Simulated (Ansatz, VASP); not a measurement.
## Two plane-wave programs on AlBC

```xyz
6
Lattice="2.9010 0.0000 0.0000 1.4505 -6.3002 0.0000 0.0000 0.0000 -2.8108" Properties=species:S:1:pos:R:3 pbc="T T T"
C     2.9010   -1.1338   -2.1081
C     1.4505   -5.1664   -0.7027
Al    1.4505   -2.5128   -0.7027
Al    2.9010   -3.7874   -2.1081
B     1.4505   -0.4473   -0.7027
B     2.9010   -5.8529   -2.1081
```

Alike in both runs: task single point; functional r2SCAN; k mesh 6 × 6 × 6; occupations fermi-dirac, width 0.064 eV; no spin polarisation.

|  | VASP | Ansatz |
| --- | --- | --- |
| version | VASP 6.6.1 | Ansatz 0.2.0 |
| potentials or method | VASP PAW PBE potentials, release 64 (C, Al, B), cutoff 520 eV | PAW plane waves |
| valence electrons in the cell | 20 | 20 |

|  | VASP | Ansatz | Ansatz less VASP |
| --- | --- | --- | --- |
| gap on the k mesh at the Fermi level (eV) | none | none | - |
| pressure (GPa) | 15.5 | 15.8 | +0.25 |
| traceless stress, the component that is largest in VASP (GPa) | -23.92 | -23.93 | -0.008 |
| rms of the force components (eV/Å) | 0.873 | 0.875 | +0.0025 |

VASP's potentials were made for PBE, not for r2SCAN. Atom by atom the forces differ by 0.011 eV/Å (rms over components). A gap of «none» marks a metal or a gap that the smearing closes.

The k mesh is coarse, so the values compare programs but aren't converged.
